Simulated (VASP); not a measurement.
# Se (R-3) in VASP: single point with PBEsol

Aim: the single point of Se with PBEsol.

All numbers are computed with VASP 6.6.1; they aren't measurements. Logs are shortened: lines on timing, memory, paths and dates and some standing lists are left out, and cuts for length are marked.

## 1. The cell of the first run

The structure is trigonal, space group R-3 (No. 148). Conventional cell: a = 10.703 Å, b = 10.703 Å, c = 4.567 Å, α = 90.00°, β = 90.00°, γ = 120.00°. Within 3.3 Å of Se (site symmetry 1) lie 5 Se at 2.43 to 3.21 Å.

## 2. Single point, PBEsol

File POSCAR:

```
Se
1.0
    5.3514623827      3.0896682472      1.5222232923
   -5.3514623827      3.0896682472      1.5222232923
    0.0000000000     -6.1793364945      1.5222232922
Se
6
Direct
    0.3025245758      0.1671748821      0.9090848794
    0.9090848794      0.3025245758      0.1671748821
    0.1671748821      0.9090848794      0.3025245758
    0.6974754242      0.8328251179      0.0909151206
    0.0909151206      0.6974754242      0.8328251179
    0.8328251179      0.0909151206      0.6974754242
```

File INCAR.step1:

```
SYSTEM = Se
PREC = Accurate ; ENCUT = 520
EDIFF = 1E-6 ; ISMEAR = 0
SIGMA = 0.02 ; LREAL = .False.
LASPH = .True. ; NELM = 100
ALGO = Normal ; ISIF = 2
LWAVE = .False. ; LCHARG = .True.
GGA = PS ; NBANDS = 27
```

File KPOINTS.step1:

```
regular mesh
0
Gamma
  6 6 6
  0 0 0
```

File INCAR.step2:

```
SYSTEM = Se
PREC = Accurate ; ENCUT = 520
EDIFF = 1E-6 ; ISMEAR = -5
SIGMA = 0.02 ; LREAL = .False.
LASPH = .True. ; NELM = 100
ALGO = Normal ; ISIF = 2
LWAVE = .False. ; LCHARG = .False.
GGA = PS ; LORBIT = 11
NBANDS = 27 ; NEDOS = 2001
ICHARG = 11
```

File KPOINTS.step2:

```
regular mesh
0
Gamma
  9 9 9
  0 0 0
```

Potentials or basis: VASP PAW PBE potentials, release 64 (Se).

Started as:

```sh
cat potpaw_PBE.64/Se/POTCAR > POTCAR
cp INCAR.step1 INCAR
cp KPOINTS.step1 KPOINTS
mpirun -np 1 vasp_std > vasp.out
cp INCAR.step2 INCAR
cp KPOINTS.step2 KPOINTS
mpirun -np 1 vasp_std > vasp.out
```

OUTCAR:

```text
SYSTEM = Se
   PREC = Accurate
   ENCUT = 520
   EDIFF = 1E-6
   ISMEAR = -5
   LREAL = .False.
   LASPH = .True.
   NELM = 100
   ISIF = 2
   GGA = PS
   LORBIT = 11
   ICHARG = 11

 ion  position               nearest neighbor table
   1  0.303  0.167  0.909-   6 2.43   5 2.43
   2  0.909  0.303  0.167-   4 2.43   6 2.43
   3  0.167  0.909  0.303-   4 2.43   5 2.43
   4  0.697  0.833  0.091-   3 2.43   2 2.43
   5  0.091  0.697  0.833-   1 2.43   3 2.43
   6  0.833  0.091  0.697-   1 2.43   2 2.43

  LATTYP: Found a trigonal (rhomboedric) cell.
 ALAT       =     6.3640681378
 COS(alpha) =    -0.4141820090

  Lattice vectors:

 A1 = (   5.3514623827,   3.0896682472,   1.5222232923)
 A2 = (  -5.3514623827,   3.0896682472,   1.5222232923)
 A3 = (   0.0000000000,  -6.1793364945,   1.5222232922)

Analysis of symmetry for initial positions (statically):
=====================================================================
 Subroutine PRICEL returns:
 Original cell was already a primitive cell.

 Routine SETGRP: Setting up the symmetry group for a
 trigonal (rhombohedral) supercell.

 Subroutine GETGRP returns: Found  6 space group operations
 (whereof  6 operations were pure point group operations)
 out of a pool of 12 trial point group operations.

The static configuration has the point symmetry S_6 .

Analysis of symmetry for dynamics (positions and initial velocities):
=====================================================================
 Subroutine PRICEL returns:
 Original cell was already a primitive cell.

 Routine SETGRP: Setting up the symmetry group for a
 trigonal (rhombohedral) supercell.

 Subroutine GETGRP returns: Found  6 space group operations
 (whereof  6 operations were pure point group operations)
 out of a pool of 12 trial point group operations.

The dynamic configuration has the point symmetry S_6 .

 Subroutine INISYM returns: Found  6 space group operations
 (whereof  6 operations are pure point group operations),
 and found     1 'primitive' translations

----------------------------------------------------------------------------------------

                                     Primitive cell

  volume of cell :     151.0129

  direct lattice vectors                    reciprocal lattice vectors
[... 102 lines left out ...]
   NFREE  =      0    steps in history (QN), initial steepest desc. (CG)
   ISIF   =      2    stress and relaxation
   ISYM   =      2    0-nonsym 1-usesym 2-fastsym
   POTIM  = 0.5000    time-step for ionic-motion
   TEBEG  =    0.0;   TEEND  =   0.0 temperature during run
   PSTRESS=    0.0 pullay stress
   NELECT =      36.0000    total number of electrons
   NUPDOWN=      -1.0000    fix difference up-down
   EMIN   =  10.00;   EMAX   =-10.00  energy-range for DOS
   EFERMI =   0.00;   METHOD = LEGACY
   ISMEAR =    -5;   SIGMA  =   0.02  broadening in eV -4-tet -1-fermi 0-gaus
   EFERMI_NEDOS =   21; number of points for ismear=-14 and -15
   IALGO  =     38    algorithm
   IMIX   =      4    mixing-type and parameters
     AMIX     =   0.40;   BMIX     =  1.00
     AMIX_MAG =   1.60;   BMIX_MAG =  1.00
  volume/ion in A,a.u.               =      25.17       169.85
  Fermi-wavevector in a.u.,A,eV,Ry     =   1.015090  1.918241 14.019535  1.030407
  Thomas-Fermi vector in A             =   2.148355
   LORBIT       =     11    0 simple, 1 ext, 2 COOP (PROOUT), +10 PAW based schemes
   GGA     = PS    functional components
   LHFCALC =     F    Hartree Fock is set to
   AEXX    =    0.0000 exact exchange contribution
   IVDW    =     0    specifies the selected vdW correction
   LEPSILON=     F    determine dielectric tensor
   LRPA    =     F    only Hartree local field effects (RPA)
 non-spin polarized calculation
 Fermi weights with tetrahedron method with Bloechl corrections
  energy-cutoff  :      520.00
  volume of cell :      151.01
 maximum number of plane-waves:      4110

 number of electron      35.9999997 magnetization

 Free energy of the ion-electron system (eV)
  ---------------------------------------------------
  ext. energy  EPLUGINS =         0.00000000
  ---------------------------------------------------
  free energy    TOTEN  =       -22.91369190 eV

  energy without entropy =      -22.91369190  energy(sigma->0) =      -22.91369190

 E-fermi :   3.0729     XC(G=0):  -9.4207

 val. band max:        3.0602937142   @ k =   0.4444   0.0000  -0.0000
 cond. band min:       4.0078938836   @ k =  -0.2222   0.2222   0.1111
 fundamental gap:      0.9476001694
 Fermi energy:         3.0728849864

 k-point     1 :       0.0000    0.0000    0.0000
  band No.  band energies     occupation
      1     -12.8015      2.00000
      2     -10.5402      2.00000
      3     -10.5402      2.00000
      4      -8.8897      2.00000
      5      -8.8897      2.00000
      6      -7.9740      2.00000
[... 709 lines left out ...]
     26       9.8133      0.00000
     27      10.0919      0.00000

 [... further k-points ...]
[... 5 lines left out ...]
  --------------------------------------------------------------------------------------
  -------------------------------------------------------------------------------------
  Total        0.1753565      0.1753565      0.1081722      0.0000008     -0.0000000      0.0000000
  in kB        1.8604520      1.8604520      1.1476577      0.0000086     -0.0000000      0.0000000
  external PRESSURE =       1.6228539 kB  Pullay stress =       0.0000000 kB

 VOLUME and BASIS-vectors are now :
 -----------------------------------------------------------------------------
  energy-cutoff  :      520.00
  volume of cell :      151.01
      direct lattice vectors                 reciprocal lattice vectors
     5.351462383  3.089668247  1.522223292     0.093432405  0.053943224  0.218977948
    -5.351462383  3.089668247  1.522223292    -0.093432405  0.053943224  0.218977948
     0.000000000 -6.179336495  1.522223292     0.000000000 -0.107886448  0.218977948

 POSITION                                       TOTAL-FORCE (eV/Angst)
 -----------------------------------------------------------------------------------
      0.72432     -4.16633      2.09882         0.004821      0.020532      0.024647
      3.24598      2.71044      2.09882        -0.020192     -0.006091      0.024647
     -3.97030      1.45588      2.09882         0.015371     -0.014441      0.024647
     -0.72432      4.16633      2.46785        -0.004821     -0.020532     -0.024647
     -3.24598     -2.71044      2.46785         0.020192      0.006091     -0.024647
      3.97030     -1.45588      2.46785        -0.015371      0.014441     -0.024647
 -----------------------------------------------------------------------------------
    total drift:                                0.000000      0.000000      0.000000

  FREE ENERGIE OF THE ION-ELECTRON SYSTEM (eV)
  ---------------------------------------------------
  free  energy   TOTEN  =       -22.9136919007 eV

  energy  without entropy=      -22.9136919007  energy(sigma->0) =      -22.91369190

 total charge

# of ion       s       p       d       tot
------------------------------------------
    1        1.519   2.142   0.059   3.721
    2        1.519   2.142   0.059   3.721
    3        1.519   2.142   0.059   3.721
    4        1.519   2.142   0.059   3.721
    5        1.519   2.142   0.059   3.721
    6        1.519   2.142   0.059   3.721
--------------------------------------------------
tot          9.117  12.854   0.355  22.326
```

Run time: 11 min. Hardware: 1 thread of Oxide Virtual Turin-like, shared host; peak memory 0.51 GiB.

What came out:

```
Valence electrons inside the program's atomic spheres : Se 3.72
```

Caveat: this functional lacks dispersion, which holds the molecules together, so the pressure and a relaxed volume are unreliable; the PAW data sets were made with another functional, which shifts forces and pressure a little.
